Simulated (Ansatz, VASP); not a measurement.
Two plane-wave programs on K2S

Contents of INCAR:

```
SYSTEM = K2S
PREC = Accurate
ENCUT = 500
EDIFF = 1E-6
ISMEAR = 1
SIGMA = 0.05
LREAL = .False.
LASPH = .True.
NELM = 120
ALGO = Normal
ISIF = 2
LWAVE = .False.
LCHARG = .False.
GGA = PS
NBANDS = 19
GGA_COMPAT = .False.
```

The input KPOINTS:

```
regular mesh
0
Gamma
  4 4 4
  0 0 0
```

File POSCAR:

```
K2S
1.0
    0.0000000000      3.7027186978      3.7027186978
    3.7027186978      0.0000000000      3.7027186978
    3.7027186978      3.7027186978      0.0000000000
K S
2 1
Direct
    0.2500000000      0.2500000000      0.2500000000
    0.7500000000      0.7500000000      0.7500000000
    0.0000000000      0.0000000000      0.0000000000
```

Input for Ansatz:

```yaml
crystal:
  lattice:
    - [0.0, 3.7027186978, 3.7027186978]
    - [3.7027186978, 0.0, 3.7027186978]
    - [3.7027186978, 3.7027186978, 0.0]
  atoms:
    - { symbol: K, position: [0.25, 0.25, 0.25] }
    - { symbol: K, position: [0.75, 0.75, 0.75] }
    - { symbol: S, position: [0.0, 0.0, 0.0] }
kpoints:
  mp_grid: { grid: [4, 4, 4] }
hamiltonian:
  xc: pbesol
scf:
  occupations: { method: cold, width: 0.05 }
  n_extra_bands: 4
output:
  forces: true
  stress: true
  eigenvalues: true
```

Alike in both runs: task single point; functional PBEsol; k mesh 4 × 4 × 4; no spin polarisation.

|  | VASP | Ansatz |
| --- | --- | --- |
| version | VASP 6.6.1 | Ansatz 0.2.0 |
| potentials or method | VASP PAW PBE potentials, release 64 (K_sv, S) | plane waves |
| plane-wave cutoff (eV) | 500 | 420 |
| occupations | methfessel-paxton of order 1, width 0.05 eV | cold, width 0.05 eV |
| valence electrons in the cell | 24 | 24 |

```csv
,VASP,Ansatz,Ansatz less VASP
gap on the k mesh at the Fermi level (eV),2.28,2.28,+0.002
pressure (GPa),-0.5,-0.5,-0.02
```

VASP's potentials were made for PBE, not for PBEsol.
